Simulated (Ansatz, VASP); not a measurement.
Al: VASP beside Ansatz

```
CELL_PARAMETERS angstrom
-1.63896 1.63896 1.56735
1.63896 -1.63896 1.56735
1.63896 1.63896 -1.56735
ATOMIC_POSITIONS crystal
Al 0.00000 0.00000 0.00000
```

Change from the starting cell: strain +0.030 along x and y, -0.015 along z, atoms carried along.

Alike in both runs: task single point; functional r2SCAN; k mesh 20 × 20 × 20; occupations gaussian, width 0.15 eV; no spin polarisation.

|  | VASP | Ansatz |
| --- | --- | --- |
| version | VASP 6.6.1 | Ansatz 0.2.0 |
| potentials or method | VASP PAW PBE potentials, release 64 (Al), cutoff 520 eV | scalar-relativistic, plane waves, PAW |
| valence electrons in the cell | 3 | 3 |

|  | VASP | Ansatz | Ansatz less VASP |
| --- | --- | --- | --- |
| gap on the k mesh at the Fermi level (eV) | none | none | - |
| pressure (GPa) | -3.3 | -3.0 | +0.27 |
| traceless stress, the component that is largest in VASP (GPa) | -1.15 | -1.15 | +0.004 |

VASP's potentials were made for PBE, not for r2SCAN. A gap of «none» marks a metal or a gap that the smearing closes.
